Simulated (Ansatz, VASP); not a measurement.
# One calculation of Cu, two programs

File POSCAR:

```
Cu
1.0
   -1.3995095204      1.3995095204      1.3967226717
    1.3995095204     -1.3995095204      1.3967226717
    1.3995095204      1.3995095204     -1.3967226717
Cu
1
Direct
    0.0000000000      0.0000000000      0.0000000000
```

INCAR.step1

```
PREC = Accurate
ENCUT = 520
ISMEAR = 0
SIGMA = 0.15
LREAL = False
LASPH = True
NELM = 60
NBANDS = 12
GGA = PE
ALGO = Normal
EDIFF = 1E-4
LWAVE = True
LCHARG = False
```

File INCAR.step2:

```
PREC = Accurate
ENCUT = 520
EDIFF = 1E-6
ISMEAR = 0
SIGMA = 0.15
LREAL = False
LASPH = True
NELM = 60
ALGO = Normal
ISIF = 2
LWAVE = False
LCHARG = True
METAGGA = R2SCAN
LMIXTAU = True
LELF = True
LVHAR = True
NBANDS = 12
ISTART = 1
```

File KPOINTS:

```
Automatic mesh
0
Gamma
  24 24 24
```

Input for Ansatz:

```yaml
crystal:
  lattice:
    - [-1.3995095204, 1.3995095204, 1.3967226717]
    - [1.3995095204, -1.3995095204, 1.3967226717]
    - [1.3995095204, 1.3995095204, -1.3967226717]
  atoms:
    - { symbol: Cu, position: [0.0, 0.0, 0.0] }
basis:
  ecutwfc: 500
kpoints:
  mp_grid: { grid: [24, 24, 24] }
hamiltonian:
  xc: r2scan
scf:
  occupations: { method: gaussian, width: 0.15 }
output:
  forces: true
  stress: true
  eigenvalues: true
```

Change from the starting cell: strain -0.030 along x and y, +0.015 along z, atoms carried along.

Alike in both runs: task single point; functional r2SCAN; k mesh 24 × 24 × 24; occupations gaussian, width 0.15 eV; no spin polarisation.

```csv
,VASP,Ansatz
version,VASP 6.6.1,Ansatz 0.2.0
potentials or method,"VASP PAW PBE potentials, release 64 (Cu), cutoff 520 eV","scalar-relativistic, plane waves, PAW"
valence electrons in the cell,11,19
```

Ansatz gave:

| Item | Value |
| --- | --- |
| gap on the k mesh at the Fermi level (eV) | none |
| pressure (GPa) | 8.6 |

Q: Which values does VASP return?

A: gap on the k mesh at the Fermi level (eV): none; pressure (GPa): 9.3.

VASP's potentials were made for PBE, not for r2SCAN. A gap of «none» marks a metal or a gap that the smearing closes. VASP's potentials hold 11 valence electrons a cell and Ansatz's 19, so a difference there can come from the potentials and not from the codes.
